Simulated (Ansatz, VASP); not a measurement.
## Ge in VASP and in Ansatz

Contents of INCAR:

```
PREC = Accurate
ENCUT = 520
EDIFF = 1E-7
ISMEAR = -1
SIGMA = 0.05
LREAL = F
LASPH = T
NELM = 100
ALGO = Normal
ISIF = 2
LWAVE = F
LCHARG = T
GGA = PE
LELF = T
LVHAR = T
NBANDS = 21
```

The input KPOINTS:

```
Automatic mesh
0
Gamma
  10 10 10
```

Contents of POSCAR:

```
Ge
1.0
    0.0848631000      2.8712015500      2.8712015500
    2.8712015500      0.0848631000      2.8712015500
    2.8712015500      2.8712015500      0.0848631000
Ge
2
Direct
    0.5000000000      0.5000000000      0.5000000000
    0.7500000000      0.7500000000      0.7500000000
```

Input for Ansatz:

```yaml
crystal:
  lattice:
    - [0.0848631, 2.87120155, 2.87120155]
    - [2.87120155, 0.0848631, 2.87120155]
    - [2.87120155, 2.87120155, 0.0848631]
  atoms:
    - { symbol: Ge, position: [0.5, 0.5, 0.5] }
    - { symbol: Ge, position: [0.75, 0.75, 0.75] }
kpoints:
  mp_grid: { grid: [10, 10, 10] }
  band_path:
    path:
      - [0.0, 0.0, 0.0]
      - [0.5, 0.5, 0.5]
      - [0.2428775097, 0.5, 0.7571224903]
      - [-0.2428775097, 0.2428775097, 0.5]
      - [0.0, 0.0, 0.5]
      - [0.0, 0.0, 0.0]
      - [-0.3714387548, 0.0, 0.3714387548]
      - [0.0, 0.3714387548, 0.6285612452]
      - [0.0, 0.5, 0.5]
    npoints: 5
scf:
  occupations: { method: fermi_dirac, width: 0.05 }
hamiltonian:
  xc: pbe
  pseudopotentials: { kind: all_electron, lapw: { basis_error: 0.00025 } }
output:
  forces: true
  stress: true
  eigenvalues: true
```

Change from the starting cell: equal xy, yz and zx shear strains of +3 %.

Alike in both runs: task single point; functional PBE; k mesh 10 × 10 × 10; occupations fermi-dirac, width 0.05 eV; no spin polarisation.

|  | VASP | Ansatz |
| --- | --- | --- |
| version | VASP 6.6.1 | Ansatz 0.2.0 |
| potentials or method | VASP PAW PBE potentials, release 64 (Ge_d), cutoff 520 eV | all-electron LAPW, scalar-relativistic |

|  | VASP | Ansatz | Ansatz less VASP |
| --- | --- | --- | --- |
| pressure (GPa) | 3.9 | 4.0 | +0.04 |
| traceless stress, the component that is largest in VASP (GPa) | -2.42 | -2.42 | -0.002 |
| rms of the force components (eV/Å) | 0.237 | 0.238 | +0.0010 |

Atom by atom the forces differ by 0.001 eV/Å (rms over components). Ansatz ran all-electron here, and VASP with PAW potentials.
